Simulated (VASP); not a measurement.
# Cu (Fd-3m) in VASP: single point with PBE

Aim: the single point of Cu with PBE.

Everything below comes from runs of VASP 6.6.1. Logs are shortened: lines on timing, memory, paths and dates and some standing lists are left out, and cuts for length are marked.

### 1 The cell of the first run

It takes space group Fd-3m (No. 227, cubic). Conventional cell: a = 5.281 Å, b = 5.281 Å, c = 5.281 Å, α = 90.00°, β = 90.00°, γ = 90.00°. Within 3.0 Å of Cu (site symmetry -43m) lie 4 Cu at 2.29 Å.

This isn't the form of Cu at room conditions, which is fcc.

### 2 Single point, PBE

INCAR reads:

```
ALGO     = Normal         # electronic algorithm
EDIFF    = 1E-6           # SCF threshold, eV
ENCUT    = 520            # plane-wave cutoff, eV
GGA      = PE             # functional
ISIF     = 2              # what is computed and relaxed
ISMEAR   = -1             # smearing method
LASPH    = T              # aspherical terms in the spheres
LCHARG   = F              # write CHGCAR
LREAL    = F              # projectors in reciprocal space
LWAVE    = F              # write WAVECAR
NBANDS   = 18             # bands
NELM     = 60             # most SCF steps
PREC     = Accurate       # precision mode
SIGMA    = 0.06122561905347299 # smearing width, eV
```

KPOINTS reads:

```
k-points
0
Gamma
  35 35 35
```

POSCAR reads:

```
Cu
1.0
    0.0000000000      2.6405623228      2.6405623228
    2.6405623228      0.0000000000      2.6405623228
    2.6405623228      2.6405623228      0.0000000000
Cu
2
Direct
    0.0000000000      0.0000000000      0.0000000000
    0.2500000000      0.2500000000      0.2500000000
```

Potentials or basis: VASP PAW PBE potentials, release 64 (Cu).

Run with:

```bash
cat potpaw_PBE.64/Cu/POTCAR > POTCAR
mpirun -np 1 vasp_std > vasp.out
```

OUTCAR:

```text
EDIFF = 1E-6
   ENCUT = 520
   GGA = PE
   ISIF = 2
   ISMEAR = -1
   LASPH = T
   LREAL = F
   NELM = 60
   PREC = Accurate

 ion  position               nearest neighbor table
   1  0.000  0.000  0.000-   2 2.29   2 2.29   2 2.29   2 2.29
   2  0.250  0.250  0.250-   1 2.29   1 2.29   1 2.29   1 2.29

  LATTYP: Found a face centered cubic cell.
 ALAT       =     5.2811246456

  Lattice vectors:

 A1 = (   0.0000000000,   2.6405623228,   2.6405623228)
 A2 = (   2.6405623228,   0.0000000000,   2.6405623228)
 A3 = (   2.6405623228,   2.6405623228,   0.0000000000)

Analysis of symmetry for initial positions (statically):
=====================================================================
 Subroutine PRICEL returns:
 Original cell was already a primitive cell.

 Routine SETGRP: Setting up the symmetry group for a
 face centered cubic supercell.

 Subroutine GETGRP returns: Found 48 space group operations
 (whereof 24 operations were pure point group operations)
 out of a pool of 48 trial point group operations.

The static configuration has the point symmetry T_d .
 The point group associated with its full space group is O_h .

Analysis of symmetry for dynamics (positions and initial velocities):
=====================================================================
 Subroutine PRICEL returns:
 Original cell was already a primitive cell.

 Routine SETGRP: Setting up the symmetry group for a
 face centered cubic supercell.

 Subroutine GETGRP returns: Found 48 space group operations
 (whereof 24 operations were pure point group operations)
 out of a pool of 48 trial point group operations.

The dynamic configuration has the point symmetry T_d .
 The point group associated with its full space group is O_h .

 Subroutine INISYM returns: Found 48 space group operations
 (whereof 24 operations are pure point group operations),
 and found     1 'primitive' translations

----------------------------------------------------------------------------------------

                                     Primitive cell

  volume of cell :      36.8230

  direct lattice vectors                    reciprocal lattice vectors
     0.000000000  2.640562323  2.640562323    -0.189353607  0.189353607  0.189353607
     2.640562323  0.000000000  2.640562323     0.189353607 -0.189353607  0.189353607
     2.640562323  2.640562323  0.000000000     0.189353607  0.189353607 -0.189353607

  length of vectors
     3.734319049  3.734319049  3.734319049     0.327970068  0.327970068  0.327970068

  position of ions in fractional coordinates (direct lattice)
     0.000000000  0.000000000  0.000000000
     0.250000000  0.250000000  0.250000000

  ion indices of the primitive-cell ions
   primitive index   ion index
                 1           1
                 2           2

----------------------------------------------------------------------------------------

 KPOINTS: k-points

Automatic generation of k-mesh.
 Grid dimensions read from file:
 generate k-points for:   35   35   35

 Generating k-lattice:

  Cartesian coordinates                     Fractional coordinates (reciprocal lattice)
    -0.005410103  0.005410103  0.005410103     0.028571429  0.000000000  0.000000000
     0.005410103 -0.005410103  0.005410103     0.000000000  0.028571429  0.000000000
     0.005410103  0.005410103 -0.005410103     0.000000000  0.000000000  0.028571429

  Length of vectors
     0.009370573  0.009370573  0.009370573

  Shift w.r.t. Gamma in fractional coordinates (k-lattice)
     0.000000000  0.000000000  0.000000000

 Subroutine IBZKPT returns following result:
 ===========================================

 Found   1140 irreducible k-points:

 Following reciprocal coordinates:
            Coordinates               Weight
  0.000000  0.000000  0.000000      1.000000
  0.028571  0.000000  0.000000      8.000000
  0.057143  0.000000  0.000000      8.000000
  0.085714  0.000000  0.000000      8.000000
  0.114286  0.000000  0.000000      8.000000
  0.142857  0.000000  0.000000      8.000000
[... 16 lines left out ...]
  0.142857  0.028571  0.000000     24.000000
  0.171429  0.028571  0.000000     24.000000
 [... further k-points ...]
   k-points           NKPTS =   1140   k-points in BZ     NKDIM =   1140   number of bands    NBANDS=     18
   number of dos      NEDOS =    301   number of ions     NIONS =      2
   total plane-waves  NPLWV =  21952
   dimension x,y,z NGX =    28 NGY =   28 NGZ =   28
   dimension x,y,z NGXF=    56 NGYF=   56 NGZF=   56
   ions per type =               2
   NGX,Y,Z   is equivalent  to a cutoff of  12.47, 12.47, 12.47 a.u.
   NGXF,Y,Z  is equivalent  to a cutoff of  24.93, 24.93, 24.93 a.u.
 SYSTEM =  unknown system
   PREC   = accura    normal or accurate (medium, high low for compatibility)
   ISTART =      0    job   : 0-new  1-cont  2-samecut
   ICHARG =      2    charge: 1-file 2-atom 10-const
   ISPIN  =      1    spin polarized calculation?
   LNONCOLLINEAR =      F non collinear calculations
   LSORBIT =      F    spin-orbit coupling
   LASPH  =      T    aspherical Exc in radial PAW
   ENCUT  =  520.0 eV  38.22 Ry    6.18 a.u.   6.94  6.94  6.94*2*pi/ulx,y,z
   NELM   =     60;   NELMIN=  2; NELMDL= -5     # of ELM steps
   EDIFF  = 0.1E-05   stopping-criterion for ELM
   LREAL  =      F    real-space projection
   EDIFFG = 0.1E-04   stopping-criterion for IOM
   NSW    =      0    number of steps for IOM
   IBRION =     -1    ionic relax: 0-MD 1-quasi-New 2-CG
   NFREE  =      0    steps in history (QN), initial steepest desc. (CG)
   ISIF   =      2    stress and relaxation
   ISYM   =      2    0-nonsym 1-usesym 2-fastsym
   POTIM  = 0.5000    time-step for ionic-motion
   TEBEG  =    0.0;   TEEND  =   0.0 temperature during run
   PSTRESS=    0.0 pullay stress
   NELECT =      22.0000    total number of electrons
   NUPDOWN=      -1.0000    fix difference up-down
   EMIN   =  10.00;   EMAX   =-10.00  energy-range for DOS
   EFERMI =   0.00;   METHOD = LEGACY
   ISMEAR =    -1;   SIGMA  =   0.06  broadening in eV -4-tet -1-fermi 0-gaus
   EFERMI_NEDOS =   21; number of points for ismear=-14 and -15
   IALGO  =     38    algorithm
   IMIX   =      4    mixing-type and parameters
     AMIX     =   0.40;   BMIX     =  1.00
     AMIX_MAG =   1.60;   BMIX_MAG =  1.00
  volume/ion in A,a.u.               =      18.41       124.25
  Fermi-wavevector in a.u.,A,eV,Ry     =   1.378825  2.605602 25.866849  1.901160
  Thomas-Fermi vector in A             =   2.503851
   LORBIT       =      0    0 simple, 1 ext, 2 COOP (PROOUT), +10 PAW based schemes
   GGA     = PE    functional components
   LHFCALC =     F    Hartree Fock is set to
   AEXX    =    0.0000 exact exchange contribution
   IVDW    =     0    specifies the selected vdW correction
   LEPSILON=     F    determine dielectric tensor
   LRPA    =     F    only Hartree local field effects (RPA)
 non-spin polarized calculation
  energy-cutoff  :      520.00
  volume of cell :       36.82
 maximum number of plane-waves:      1010
   NGX = 13   NGY = 13   NGZ = 13

 number of electron      22.0000031 magnetization

 Free energy of the ion-electron system (eV)
  ---------------------------------------------------
  ext. energy  EPLUGINS =         0.00000000
  ---------------------------------------------------
  free energy    TOTEN  =        -5.39218618 eV

  energy without entropy =       -5.38247247  energy(sigma->0) =       -5.38732933

 E-fermi :   3.0937     XC(G=0): -10.0605

 val. band max:        3.0921645284   @ k =  -0.4286   0.2571   0.0286
 cond. band min:       3.0939394249   @ k =  -0.3429   0.3714   0.1143
 fundamental gap:      0.0017748965
 Fermi energy:         3.0937018965

 k-point     1 :       0.0000    0.0000    0.0000
  band No.  band energies     occupation
      1      -3.3716      2.00000
      2       0.0200      2.00000
      3       0.0200      2.00000
      4       0.0200      2.00000
      5       0.0346      2.00000
      6       0.0346      2.00000
[... 10 lines left out ...]
     17      13.9791      0.00000
     18      16.2351      0.00000

 k-point     2 :       0.0286    0.0000    0.0000
  band No.  band energies     occupation
      1      -3.3584      2.00000
      2      -0.0035      2.00000
      3      -0.0035      2.00000
      4       0.0203      2.00000
      5       0.0605      2.00000
      6       0.0605      2.00000
[... 10 lines left out ...]
     17      14.2167      0.00000
     18      16.2741      0.00000

 k-point     3 :       0.0571    0.0000    0.0000
  band No.  band energies     occupation
      1      -3.3187      2.00000
      2      -0.0302      2.00000
      3      -0.0302      2.00000
      4       0.0213      2.00000
      5       0.0938      2.00000
      6       0.0938      2.00000
[... 10 lines left out ...]
     17      14.4633      0.00000
     18      16.3918      0.00000

 k-point     4 :       0.0857    0.0000    0.0000
  band No.  band energies     occupation
      1      -3.2529      2.00000
      2      -0.0535      2.00000
      3      -0.0535      2.00000
      4       0.0230      2.00000
      5       0.1279      2.00000
      6       0.1279      2.00000
[... 10 lines left out ...]
     17      14.6341      0.00000
     18      16.5403      0.00000

 k-point     5 :       0.1143    0.0000    0.0000
  band No.  band energies     occupation
      1      -3.1614      2.00000
      2      -0.0730      2.00000
      3      -0.0730      2.00000
      4       0.0256      2.00000
      5       0.1611      2.00000
      6       0.1611      2.00000
[... 10 lines left out ...]
     17      14.9249      0.00000
     18      16.6639      0.00000

 k-point     6 :       0.1429    0.0000    0.0000
  band No.  band energies     occupation
      1      -3.0446      2.00000
      2      -0.0882      2.00000
      3      -0.0882      2.00000
      4       0.0294      2.00000
      5       0.1922      2.00000
      6       0.1922      2.00000
[... 10 lines left out ...]
     17      15.1811      0.00000
     18      16.7073      0.00000

 k-point     7 :       0.1714    0.0000    0.0000
  band No.  band energies     occupation
      1      -2.9037      2.00000
      2      -0.0991      2.00000
      3      -0.0991      2.00000
      4       0.0347      2.00000
      5       0.2195      2.00000
      6       0.2195      2.00000
[... 10 lines left out ...]
     17      15.3638      0.00000
     18      16.6444      0.00000

 k-point     8 :       0.2000    0.0000    0.0000
  band No.  band energies     occupation
      1      -2.7397      2.00000
      2      -0.1053      2.00000
      3      -0.1053      2.00000
      4       0.0416      2.00000
      5       0.2415      2.00000
      6       0.2415      2.00000
[... 10 lines left out ...]
     17      15.4402      0.00000
     18      16.4982      0.00000
[... 229 lines left out ...]
     17      14.3230      0.00000
     18      16.3184      0.00000

 k-point    20 :       0.0571    0.0286    0.0000
  band No.  band energies     occupation
      1      -3.3231      2.00000
      2      -0.0490      2.00000
      3       0.0010      2.00000
      4       0.0219      2.00000
      5       0.0655      2.00000
      6       0.1078      2.00000
[... 10 lines left out ...]
     17      14.6140      0.00000
     18      16.3634      0.00000

 k-point    21 :       0.0857    0.0286    0.0000
  band No.  band energies     occupation
      1      -3.2660      2.00000
      2      -0.0730      2.00000
      3      -0.0221      2.00000
      4       0.0234      2.00000
      5       0.0996      2.00000
      6       0.1397      2.00000
[... 10 lines left out ...]
     17      14.9238      0.00000
     18      16.4693      0.00000

 k-point    22 :       0.1143    0.0286    0.0000
  band No.  band energies     occupation
      1      -3.1830      2.00000
      2      -0.0939      2.00000
      3      -0.0418      2.00000
      4       0.0256      2.00000
      5       0.1334      2.00000
      6       0.1722      2.00000
[... 10 lines left out ...]
     17      15.2284      0.00000
     18      16.5330      0.00000

 k-point    23 :       0.1429    0.0286    0.0000
  band No.  band energies     occupation
      1      -3.0747      2.00000
      2      -0.1110      2.00000
      3      -0.0575      2.00000
      4       0.0288      2.00000
      5       0.1652      2.00000
      6       0.2037      2.00000
[... 10 lines left out ...]
     17      15.5013      0.00000
     18      16.5191      0.00000

 k-point    24 :       0.1714    0.0286    0.0000
  band No.  band energies     occupation
      1      -2.9417      2.00000
      2      -0.1238      2.00000
      3      -0.0689      2.00000
      4       0.0334      2.00000
      5       0.1934      2.00000
      6       0.2326      2.00000
[... 10 lines left out ...]
     17      15.7055      0.00000
     18      16.4529      0.00000

 [... further k-points ...]
[... 5 lines left out ...]
  --------------------------------------------------------------------------------------
  -------------------------------------------------------------------------------------
  Total        0.5591925      0.5591925      0.5591925     -0.0000000     -0.0000000      0.0000000
  in kB       24.3305908     24.3305908     24.3305908     -0.0000000     -0.0000000      0.0000000
  external PRESSURE =      24.3305908 kB  Pullay stress =       0.0000000 kB

 VOLUME and BASIS-vectors are now :
 -----------------------------------------------------------------------------
  energy-cutoff  :      520.00
  volume of cell :       36.82
      direct lattice vectors                 reciprocal lattice vectors
     0.000000000  2.640562323  2.640562323    -0.189353607  0.189353607  0.189353607
     2.640562323  0.000000000  2.640562323     0.189353607 -0.189353607  0.189353607
     2.640562323  2.640562323  0.000000000     0.189353607  0.189353607 -0.189353607

 POSITION                                       TOTAL-FORCE (eV/Angst)
 -----------------------------------------------------------------------------------
      0.00000      0.00000      0.00000        -0.000000     -0.000000     -0.000000
      1.32028      1.32028      1.32028         0.000000      0.000000      0.000000
 -----------------------------------------------------------------------------------
    total drift:                                0.000000      0.000000      0.000000

  FREE ENERGIE OF THE ION-ELECTRON SYSTEM (eV)
  ---------------------------------------------------
  free  energy   TOTEN  =        -5.3921861807 eV

  energy  without entropy=       -5.3824724736  energy(sigma->0) =       -5.38732933
```

Run time: 6.3 min. Hardware: 1 thread of Intel Xeon Platinum 8488C (Sapphire Rapids), shared host; peak memory 0.66 GiB.

Results:

```
Free energy            : -5.3922 eV
Pressure               : 2.4 GPa
Band gap on the k mesh : zero (bands 11 and 12 overlap by 0.90 eV)
```
